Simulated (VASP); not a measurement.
# HC2 in VASP: further runs, part 2 of 2

VASP 6.6.1. Earlier steps stand in the parts before.

## (3) Single point, PBEsol

Contents of INCAR:

```
ALGO = Normal ; EDIFF = 1E-6
ENCUT = 520 ; GGA = PS
GGA_COMPAT = F ; ISIF = 2
ISMEAR = 0 ; LASPH = T
LCHARG = F ; LREAL = F
LWAVE = F ; NBANDS = 54
NELM = 120 ; NELMDL = -8
PREC = Accurate ; SIGMA = 0.05
```

Contents of KPOINTS:

```
k-points
0
Gamma
  3 3 1
```

Contents of POSCAR:

```
HC2
1.0
    5.0487420000      0.0000000000      0.0000000000
    2.5243710000      4.3723390000      0.0000000000
    0.0000000000      0.0000000000     17.7764260000
H C
8 16
Direct
    0.1666667848      0.1666666285      0.0562542774
    0.6666667848      0.1666666285      0.0562542774
    0.1666666285      0.6666667429      0.0562542774
    0.6666666285      0.6666667429      0.0562542774
    0.4999953679     -0.0000402531      0.3237375162
   -0.0000029308      0.4999838759      0.3237285718
    0.5000151045      0.4999541435      0.3237272217
    1.0000199309      0.0000972020      0.3237348160
    0.1666667848      0.1666666285      0.1181339826
    0.6666667848      0.1666666285      0.1181339826
    0.1666666285      0.6666667429      0.1181339826
    0.6666666285      0.6666667429      0.1181339826
   -0.1666666285      0.3333332571      0.1471210242
    0.3333333715      0.3333332571      0.1471210242
   -0.1666667848      0.8333333715      0.1471210242
    0.3333332152      0.8333333715      0.1471210242
   -0.1666688275      0.3333261671      0.2339191241
    0.3333414496      0.3333250235      0.2339214306
   -0.1666542003      0.8333347437      0.2339278998
    0.3333338303      0.8333182766      0.2339233432
    0.0000050048      0.0000006861      0.2611164359
    0.5000064427     -0.0000148662      0.2611139607
    0.0000006689      0.4999937105      0.2611082228
    0.5000063008      0.4999879927      0.2611077727
```

Potentials or basis: VASP PAW PBE potentials, release 64 (H, C).

The run is started by

```console
cat potpaw_PBE.64/H/POTCAR potpaw_PBE.64/C/POTCAR > POTCAR
mpirun -np 1 vasp_std > vasp.out
```

OUTCAR:

```text
EDIFF = 1E-6
   ENCUT = 520
   GGA = PS
   ISIF = 2
   ISMEAR = 0
   LASPH = T
   LREAL = F
   NELM = 120
   NELMDL = -8
   PREC = Accurate

 ion  position               nearest neighbor table
   1  0.167  0.167  0.056-   9 1.10
   2  0.667  0.167  0.056-  10 1.10
   3  0.167  0.667  0.056-  11 1.10
   4  0.667  0.667  0.056-  12 1.10
   5  0.500  1.000  0.324-  22 1.11
   6  1.000  0.500  0.324-  23 1.11
   7  0.500  0.500  0.324-  24 1.11
   8  0.000  0.000  0.324-  21 1.11
   9  0.167  0.167  0.118-   1 1.10  14 1.55  16 1.55  13 1.55
  10  0.667  0.167  0.118-   2 1.10  13 1.55  15 1.55  14 1.55
  11  0.167  0.667  0.118-   3 1.10  16 1.55  15 1.55  14 1.55
  12  0.667  0.667  0.118-   4 1.10  15 1.55  16 1.55  13 1.55
  13  0.833  0.333  0.147-  17 1.54  10 1.55   9 1.55  12 1.55
  14  0.333  0.333  0.147-  18 1.54   9 1.55  10 1.55  11 1.55
[... 8 lines left out ...]
  23  0.000  0.500  0.261-   6 1.11  19 1.54  17 1.54  18 1.54
  24  0.500  0.500  0.261-   7 1.11  20 1.54  18 1.54  17 1.54

  LATTYP: Found a hexagonal cell.
 ALAT       =     5.0487421480
 C/A-ratio  =     3.5209613561

  Lattice vectors:

 A1 = (  -2.5243710000,  -4.3723390000,   0.0000000000)
 A2 = (   5.0487420000,   0.0000000000,   0.0000000000)
 A3 = (   0.0000000000,   0.0000000000,  17.7764260000)

Analysis of symmetry for initial positions (statically):
=====================================================================
 Subroutine PRICEL returns:
 Original cell was already a primitive cell.

 Routine SETGRP: Setting up the symmetry group for a
 hexagonal supercell.

 Subroutine GETGRP returns: Found  1 space group operations
 (whereof  1 operations were pure point group operations)
 out of a pool of 24 trial point group operations.

The static configuration has the point symmetry C_1 .

Analysis of symmetry for dynamics (positions and initial velocities):
=====================================================================
 Subroutine PRICEL returns:
 Original cell was already a primitive cell.

 Routine SETGRP: Setting up the symmetry group for a
 hexagonal supercell.

 Subroutine GETGRP returns: Found  1 space group operations
 (whereof  1 operations were pure point group operations)
 out of a pool of 24 trial point group operations.

The dynamic configuration has the point symmetry C_1 .

 Subroutine INISYM returns: Found  1 space group operations
 (whereof  1 operations are pure point group operations),
 and found     1 'primitive' translations

----------------------------------------------------------------------------------------

                                     Primitive cell

  volume of cell :     392.4113

  direct lattice vectors                    reciprocal lattice vectors
     5.048742000  0.000000000  0.000000000     0.198069143 -0.114355268  0.000000000
     2.524371000  4.372339000  0.000000000     0.000000000  0.228710537  0.000000000
     0.000000000  0.000000000 17.776426000     0.000000000  0.000000000  0.056254277

  length of vectors
     5.048742000  5.048742148 17.776426000     0.228710544  0.228710537  0.056254277

[... 78 lines left out ...]

 Following reciprocal coordinates:
            Coordinates               Weight
  0.000000  0.000000  0.000000      1.000000
  0.333333 -0.000000  0.000000      2.000000
  0.333333  0.333333  0.000000      2.000000
  0.000000  0.333333  0.000000      2.000000
 -0.333333  0.333333  0.000000      2.000000
   k-points           NKPTS =      5   k-points in BZ     NKDIM =      5   number of bands    NBANDS=     54
   number of dos      NEDOS =    301   number of ions     NIONS =     24
   total plane-waves  NPLWV = 224000
   dimension x,y,z NGX =    40 NGY =   40 NGZ =  140
   dimension x,y,z NGXF=    80 NGYF=   80 NGZF=  280
   ions per type =               8  16
   NGX,Y,Z   is equivalent  to a cutoff of  13.17, 13.17, 13.09 a.u.
   NGXF,Y,Z  is equivalent  to a cutoff of  26.34, 26.34, 26.19 a.u.
 SYSTEM =  unknown system
   PREC   = accura    normal or accurate (medium, high low for compatibility)
   ISTART =      0    job   : 0-new  1-cont  2-samecut
   ICHARG =      2    charge: 1-file 2-atom 10-const
   ISPIN  =      1    spin polarized calculation?
   LNONCOLLINEAR =      F non collinear calculations
   LSORBIT =      F    spin-orbit coupling
   LASPH  =      T    aspherical Exc in radial PAW
   ENCUT  =  520.0 eV  38.22 Ry    6.18 a.u.   9.39  9.39 33.05*2*pi/ulx,y,z
   NELM   =    120;   NELMIN=  2; NELMDL= -8     # of ELM steps
   EDIFF  = 0.1E-05   stopping-criterion for ELM
   LREAL  =      F    real-space projection
   EDIFFG = 0.1E-04   stopping-criterion for IOM
   NSW    =      0    number of steps for IOM
   IBRION =     -1    ionic relax: 0-MD 1-quasi-New 2-CG
   NFREE  =      0    steps in history (QN), initial steepest desc. (CG)
   ISIF   =      2    stress and relaxation
   ISYM   =      2    0-nonsym 1-usesym 2-fastsym
   POTIM  = 0.5000    time-step for ionic-motion
   TEBEG  =    0.0;   TEEND  =   0.0 temperature during run
   PSTRESS=    0.0 pullay stress
   NELECT =      72.0000    total number of electrons
   NUPDOWN=      -1.0000    fix difference up-down
   EMIN   =  10.00;   EMAX   =-10.00  energy-range for DOS
   EFERMI =   0.00;   METHOD = LEGACY
   ISMEAR =     0;   SIGMA  =   0.05  broadening in eV -4-tet -1-fermi 0-gaus
   EFERMI_NEDOS =   21; number of points for ismear=-14 and -15
   IALGO  =     38    algorithm
   IMIX   =      4    mixing-type and parameters
     AMIX     =   0.40;   BMIX     =  1.00
     AMIX_MAG =   1.60;   BMIX_MAG =  1.00
  volume/ion in A,a.u.               =      16.35       110.34
  Fermi-wavevector in a.u.,A,eV,Ry     =   0.930262  1.757940 11.774305  0.865387
  Thomas-Fermi vector in A             =   2.056632
   LORBIT       =      0    0 simple, 1 ext, 2 COOP (PROOUT), +10 PAW based schemes
   GGA     = PS    functional components
   LHFCALC =     F    Hartree Fock is set to
   AEXX    =    0.0000 exact exchange contribution
   IVDW    =     0    specifies the selected vdW correction
   LEPSILON=     F    determine dielectric tensor
   LRPA    =     F    only Hartree local field effects (RPA)
 non-spin polarized calculation
 Gauss-broadening in eV      SIGMA  =   0.05
  energy-cutoff  :      520.00
  volume of cell :      392.41
 maximum number of plane-waves:     10627
 NGX is ok and might be reduce to    40
   NGX = 19   NGY = 19   NGZ = 67

 number of electron      72.0000000 magnetization

 Free energy of the ion-electron system (eV)
  ---------------------------------------------------
  ext. energy  EPLUGINS =         0.00000000
  ---------------------------------------------------
  free energy    TOTEN  =      -182.43708594 eV

  energy without entropy =     -182.43708594  energy(sigma->0) =     -182.43708594

 E-fermi :  -0.4293     XC(G=0):  -4.6358

 val. band max:       -0.6679531832   @ k =   0.0000   0.0000   0.0000
 cond. band min:       2.2816680788   @ k =   0.0000   0.0000   0.0000
 fundamental gap:      2.9496212620
 Fermi energy:        -0.4293183044

 k-point     1 :       0.0000    0.0000    0.0000
  band No.  band energies     occupation
      1     -20.4630      2.00000
      2     -17.7448      2.00000
      3     -15.1874      2.00000
      4     -15.1873      2.00000
      5     -15.1871      2.00000
      6     -14.1083      2.00000
[... 244 lines left out ...]
     47       6.8430      0.00000
     48       6.9785      0.00000
 [bands above 48 left out]

------------------------ aborting loop because EDIFF is reached ----------------------------------------

  FORCE on cell =-STRESS in cart. coord.  units (eV):
  Direction    XX          YY          ZZ          XY          YZ          ZX
  --------------------------------------------------------------------------------------
  -------------------------------------------------------------------------------------
  Total       -2.0932554     -2.0935495     -0.2721600     -0.0000302      0.0013477     -0.0009062
  in kB       -8.5465602     -8.5477608     -1.1112029     -0.0001232      0.0055027     -0.0036998
  external PRESSURE =      -6.0685079 kB  Pullay stress =       0.0000000 kB

 VOLUME and BASIS-vectors are now :
 -----------------------------------------------------------------------------
  energy-cutoff  :      520.00
  volume of cell :      392.41
      direct lattice vectors                 reciprocal lattice vectors
     5.048742000  0.000000000  0.000000000     0.198069143 -0.114355268  0.000000000
     2.524371000  4.372339000  0.000000000     0.000000000  0.228710537  0.000000000
     0.000000000  0.000000000 17.776426000     0.000000000  0.000000000  0.056254277

 POSITION                                       TOTAL-FORCE (eV/Angst)
 -----------------------------------------------------------------------------------
      1.26219      0.72872      1.00000        -0.000006     -0.000038     -0.332026
      3.78656      0.72872      1.00000        -0.000012     -0.000018     -0.332081
      2.52437      2.91489      1.00000        -0.000019     -0.000063     -0.332064
      5.04874      2.91489      1.00000         0.000057      0.000033     -0.331996
      5.04862      4.37216      5.75490         0.000362      0.000747      0.037134
      6.31087      2.18610      5.75474         0.000108     -0.000141      0.038979
[... 16 lines left out ...]
      1.26217      2.18614      4.64157         0.000739     -0.000136      0.002810
      3.78656      2.18612      4.64156        -0.000750     -0.000298      0.002566
 -----------------------------------------------------------------------------------
    total drift:                               -0.000002     -0.000003      0.001077

  FREE ENERGIE OF THE ION-ELECTRON SYSTEM (eV)
  ---------------------------------------------------
  free  energy   TOTEN  =      -182.4370859413 eV

  energy  without entropy=     -182.4370859412  energy(sigma->0) =     -182.43708594
```

It took 3.4 min on 1 thread of Intel Xeon Platinum 8488C (Sapphire Rapids), shared host; peak memory 0.52 GiB.

Results:

```yaml
Free_energy: -182.4371 eV
Largest_force: 1.314 eV/Å
Band_gap_on_the_k_mesh: 2.95 eV
```

Forces on the atoms (eV/Å):
```
H    0.000  0.000 -0.332
H    0.000  0.000 -0.332
H    0.000  0.000 -0.332
H    0.000  0.000 -0.332
H    0.000  0.001  0.037
H    0.000  0.000  0.039
H    0.000  0.001  0.039
H   -0.001 -0.002  0.040
C    0.000  0.000  1.314
C    0.000  0.000  1.313
C    0.000  0.000  1.314
C    0.000  0.000  1.314
C    0.000 -0.001 -1.027
C    0.000 -0.001 -1.026
C    0.001  0.001 -1.025
C    0.000  0.000 -1.026
C    0.002  0.001  0.005
C   -0.002 -0.001  0.005
C   -0.003 -0.001  0.003
C    0.002  0.002  0.004
C    0.001  0.001 -0.001
C    0.000  0.000  0.002
C    0.001  0.000  0.003
C   -0.001  0.000  0.003
```

Levels at points of the mesh, in eV from the valence-band top:
| k point | band 33 | band 34 | band 35 | band 36 | band 37 | band 38 | band 39 | band 40 |
| --- | --- | --- | --- | --- | --- | --- | --- | --- |
| (0.00, 0.00, 0.00) | -1.47 | -1.47 | 0.00 | 0.00 | 2.95 | 3.41 | 4.62 | 5.31 |

Caveat: the k points lie up to 0.48 Å⁻¹ apart; the PAW data sets were made with another functional, which shifts forces and pressure a little.

## (4) Single point, PBEsol

Contents of INCAR:

```
ALGO = Normal
EDIFF = 1E-6
ENCUT = 520
GGA = PS
GGA_COMPAT = False
ISIF = 2
ISMEAR = 0
LASPH = True
LCHARG = True
LELF = True
LREAL = False
LVHAR = True
LWAVE = False
NBANDS = 54
NELM = 120
NELMDL = -8
PREC = Accurate
SIGMA = 0.05
```

KPOINTS is that of step 3.

Contents of POSCAR:

```
HC2
1.0
    5.0487420000      0.0000000000      0.0000000000
    2.5243710000      4.3723390000      0.0000000000
    0.0000000000      0.0000000000     17.7764260000
H C
8 16
Direct
    0.1666667848      0.1666666285      0.0562542774
    0.6666667848      0.1666666285      0.0562542774
    0.1666666285      0.6666667429      0.0562542774
    0.6666666285      0.6666667429      0.0562542774
    0.5000181502     -0.0000521460      0.3237269966
   -0.0000291033      0.5000168102      0.3237341972
    0.5000260474      0.5000273309      0.3237433666
    1.0003811614      0.9992788757      0.3237237339
    0.1666667848      0.1666666285      0.1181339826
    0.6666667848      0.1666666285      0.1181339826
    0.1666666285      0.6666667429      0.1181339826
    0.6666666285      0.6666667429      0.1181339826
   -0.1666666285      0.3333332571      0.1471209680
    0.3333333715      0.3333332571      0.1471209680
   -0.1666665867      0.8333333715      0.1471209680
    0.3333334133      0.8333333715      0.1471209680
   -0.1666238531      0.3332298799      0.2339383631
    0.3333602882      0.3332655588      0.2339317813
   -0.1666272889      0.8332405150      0.2339168177
    0.3333842171      0.8332535515      0.2339164802
    0.0000804426     -0.0001541509      0.2611113168
    0.5000437510     -0.0000839368      0.2611097416
    0.0000179355      0.4999207518      0.2611185173
    0.5000384100      0.4999285280      0.2611170547
```

The run is started by

```console
cat potpaw_PBE.64/H/POTCAR potpaw_PBE.64/C/POTCAR > POTCAR
mpirun -np 1 vasp_std > vasp.out
```

Wall time 3.5 min (1 thread of Intel Xeon Platinum 8488C (Sapphire Rapids), shared host); peak memory 0.52 GiB.

The run converged. Its results:

* Free energy: -182.4371 eV
* Largest force: 1.314 eV/Å
* Band gap on the k mesh: 2.95 eV

Forces in eV/Å, atoms in the order of the input:
```
H    0.000  0.000 -0.332
H    0.000  0.000 -0.332
H    0.000  0.000 -0.332
H    0.000 -0.001 -0.332
H    0.000 -0.001  0.041
H    0.000 -0.001  0.041
H   -0.001 -0.001  0.036
H    0.000  0.011  0.043
C    0.000  0.000  1.314
C    0.000  0.000  1.314
C    0.000  0.000  1.314
C    0.000  0.000  1.314
C    0.000 -0.004 -1.021
C    0.000 -0.001 -1.023
C   -0.001 -0.003 -1.028
C    0.001 -0.003 -1.028
C    0.000  0.001  0.003
C    0.000  0.001  0.001
C    0.000  0.002  0.004
C    0.000  0.000  0.003
C   -0.001 -0.001 -0.001
C    0.000  0.002  0.001
C    0.002  0.000 -0.002
C    0.000  0.000  0.004
```

Levels at points of the mesh, in eV from the valence-band top:
| k point | band 33 | band 34 | band 35 | band 36 | band 37 | band 38 | band 39 | band 40 |
| --- | --- | --- | --- | --- | --- | --- | --- | --- |
| (0.00, 0.00, 0.00) | -1.47 | -1.47 | 0.00 | 0.00 | 2.95 | 3.41 | 4.62 | 5.31 |

Caveat: the k points lie up to 0.48 Å⁻¹ apart; the PAW data sets were made with another functional, which shifts forces and pressure a little.
